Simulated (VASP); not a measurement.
A run of VASP 6.6.1:

Contents of INCAR:

```
  PREC = Accurate
  ENCUT = 600
  EDIFF = 1E-6
  ISMEAR = -1
  SIGMA = 0.05
  LREAL = False
  LASPH = True
  NELM = 120
  ALGO = Normal
  ISIF = 2
  LWAVE = False
  LCHARG = False
  GGA = PE
  NBANDS = 12
  GGA_COMPAT = False
```

File KPOINTS:

```
Automatic mesh
0
Gamma
  11 11 11
```

Contents of POSCAR:

```
Cu
1.0
    0.0000000000      1.8075000000      1.8075000000
    1.8075000000      0.0000000000      1.8075000000
    1.8075000000      1.8075000000      0.0000000000
Cu
1
Direct
    0.0000000000      0.0000000000      0.0000000000
```

Potentials or basis: VASP PAW PBE potentials, release 64 (Cu).

Command:

```console
$ cat potpaw_PBE.64/Cu/POTCAR > POTCAR
$ mpirun -np 1 vasp_std > vasp.out
```

Hardware: 1 thread of Intel(R) Xeon(R) Platinum 8488C (Sapphire Rapids), with other jobs on the host.

Task: How long does it take, and how much memory?

Result: It took 7 s on 1 thread of Intel(R) Xeon(R) Platinum 8488C (Sapphire Rapids) (shared host), peak memory 0.12 GiB. Counts: scf iterations 12, k points 56.
